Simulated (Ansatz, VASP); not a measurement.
One calculation of FePtRh, two programs

```
CELL_PARAMETERS angstrom
3.66739 0.00000 0.00000
0.00000 3.66739 0.00000
0.00000 0.00000 5.98643
ATOMIC_POSITIONS crystal
Pt 0.00000 0.00000 0.00000
Pt 0.50000 0.50000 0.00000
Rh 0.00000 0.50000 0.66296
Rh 0.50000 0.00000 0.33704
Fe 0.00000 0.50000 0.29501
Fe 0.50000 0.00000 0.70499
```

Alike in both runs: functional LDA; k mesh 5 × 5 × 3; occupations gaussian, width 0.0112 eV; no spin polarisation.

Ansatz relaxed the structure, and its values are those at the end. VASP's run is a single point on that final structure, the one shown.

|  | VASP | Ansatz |
| --- | --- | --- |
| version | VASP 6.6.1 | Ansatz 0.2.0 |
| potentials or method | VASP PAW LDA potentials, release 64 (Pt_sv_GW, Rh_sv_GW, Fe_sv), cutoff 690 eV | PAW plane waves |
| valence electrons in the cell | 102 | 102 |

VASP gave:

```
gap on the k mesh at the Fermi level (eV) : none
pressure (GPa)                            : 0.3
rms of the force components (eV/Å)        : 0.009
```

Q: What did Ansatz give for the same quantities?

A: gap on the k mesh at the Fermi level (eV): none; pressure (GPa): 0.0; rms of the force components (eV/Å): 0.000.

LDA's correlation is that of Perdew and Zunger in VASP and of Perdew and Wang (1992) in Ansatz. A gap of «none» marks a metal or a gap that the smearing closes.

Spin-orbit coupling is off throughout.
